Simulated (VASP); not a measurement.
A run of VASP 6.6.1 is set up as follows.

Contents of INCAR:

```
SYSTEM = HfC
ALGO = Normal
EDIFF = 1E-6
ENCUT = 520
GGA = PE
ISIF = 2
ISMEAR = 0
ISYM = 0
LASPH = .True.
LCHARG = .False.
LREAL = .False.
LWAVE = .False.
NBANDS = 14
NELM = 100
PREC = Accurate
SIGMA = 0.1
```

KPOINTS

```
k-points
0
Gamma
  12 12 13
  0 0 0
```

File POSCAR:

```
HfC
1.0
    3.2891025716      0.0000000000      0.0000000000
   -1.6445512858      2.8484463827      0.0000000000
    1.6445512858      0.9494821276      2.6855410041
Hf C
1 1
Direct
    0.0000000000      0.5000000000      0.5000000000
    0.0000000000      0.0000000000      0.0000000000
```

Potentials or basis: VASP PAW PBE potentials, release 64 (Hf_pv, C).

The run is started by

```console
$ cat potpaw_PBE.64/Hf_pv/POTCAR potpaw_PBE.64/C/POTCAR > POTCAR
$ mpirun -np 1 vasp_std > vasp.out
```

Task: What does it give for the band gap on the k mesh?

Result: Zero (band 7 reaches 6.95 eV, above the bottom of band 8 at 5.52 eV).

Task: Estimate the pressure.

Result: -0.7 GPa.

Caveat: spin-orbit coupling is left out, which moves the levels of the heavy elements.
